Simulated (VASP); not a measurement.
Wanted: the native input for a VASP 6.6.1 run.

* Task: single point
* Functional: PBE
* Potentials or basis: VASP PAW PBE potentials, release 64 (Cd, S)
* Cutoff: 520 eV
* k mesh: 12 × 12 × 12
* Occupations: gaussian, width 0.01 eV
* Spin: no spin polarisation
* Dipole correction: no
* Further INCAR settings: ALGO = Normal; EDIFF = 1e-06; NBANDS = 16

The structure of CdS lies in POSCAR:

```
CdS
1.0
    0.0000000000      2.7474986718      2.7474986718
    2.7474986718      0.0000000000      2.7474986718
    2.7474986718      2.7474986718      0.0000000000
Cd S
1 1
Direct
    0.0000000000      0.0000000000      0.0000000000
    0.5000000000      0.5000000000      0.5000000000
```

The input as run:

INCAR

```
SYSTEM = CdS
  ALGO = Normal
  EDIFF = 1E-6
  ENCUT = 520
  GGA = PE
  ISIF = 2
  ISMEAR = 0
  LASPH = .TRUE.
  LCHARG = .TRUE.
  LELF = .TRUE.
  LREAL = .FALSE.
  LVHAR = .TRUE.
  LWAVE = .FALSE.
  NBANDS = 16
  NELM = 60
  PREC = Accurate
  SIGMA = 0.01
```

KPOINTS

```
k-points
0
G
  12 12 12
  0 0 0
```

Potentials or basis: VASP PAW PBE potentials, release 64 (Cd, S).

Launch:

```bash
$ cat potpaw_PBE.64/Cd/POTCAR potpaw_PBE.64/S/POTCAR > POTCAR
$ mpirun -np 1 vasp_std > vasp.out
```

Results of the run:

- Pressure: 0.4 GPa
- Band gap on the k mesh: 0.25 eV, indirect (least direct gap 1.57 eV)

Wall time 26 s on 1 thread of AMD EPYC 9R45 96-Core Processor (Zen 5) (shared host), peak memory 0.17 GiB.
